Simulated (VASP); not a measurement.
Input of a VASP 6.6.1 run:

The input INCAR:

```
  PREC = Accurate
  ENCUT = 520
  EDIFF = 1E-6
  ISMEAR = 0
  SIGMA = 0.05
  LREAL = False
  LASPH = True
  NELM = 80
  ALGO = Normal
  ISIF = 2
  LWAVE = False
  LCHARG = False
  LDIPOL = True
  IDIPOL = 3
  DIPOL = 0.5 0.5 0.395
  GGA = PE
  IVDW = 12
  NBANDS = 31
```

File KPOINTS:

```
regular mesh
0
Gamma
  9 9 1
```

POSCAR

```
PtS2
1.0
    3.5415278079      0.0000000000      0.0000000000
   -1.7707639039      3.0670530498      0.0000000000
    0.0000000000      0.0000000000     22.4670615492
S Pt
4 2
Direct
    0.6666666667      0.3333333333      0.2002932155
    0.3333333333      0.6666666667      0.3108341854
    0.3333333333      0.8333333333      0.4795255824
    0.6666666667      0.5000000000      0.5900665523
    0.0000000000      0.0000000000      0.2555637004
    1.0000000000      1.1666666667      0.5347960674
```

Potentials or basis: VASP PAW PBE potentials, release 64 (S, Pt).

Launch:

```sh
$ cat potpaw_PBE.64/S/POTCAR potpaw_PBE.64/Pt/POTCAR > POTCAR
$ mpirun -np 1 vasp_std > vasp.out
```

Problem. Estimate the largest force.

Solution. 0.043 eV/Å.

Problem. What does it give for the dispersion energy per atom?

Solution. -0.306 eV.

Forces in eV/Å, atoms in the order of the input:
```
S    0.002 -0.005  0.043
S    0.007 -0.013 -0.007
S   -0.008  0.013  0.007
S   -0.003  0.004 -0.043
Pt  -0.002  0.006  0.042
Pt   0.004 -0.005 -0.042
```

Caveat: the cell differs from its parent crystal (layers slid over each other).
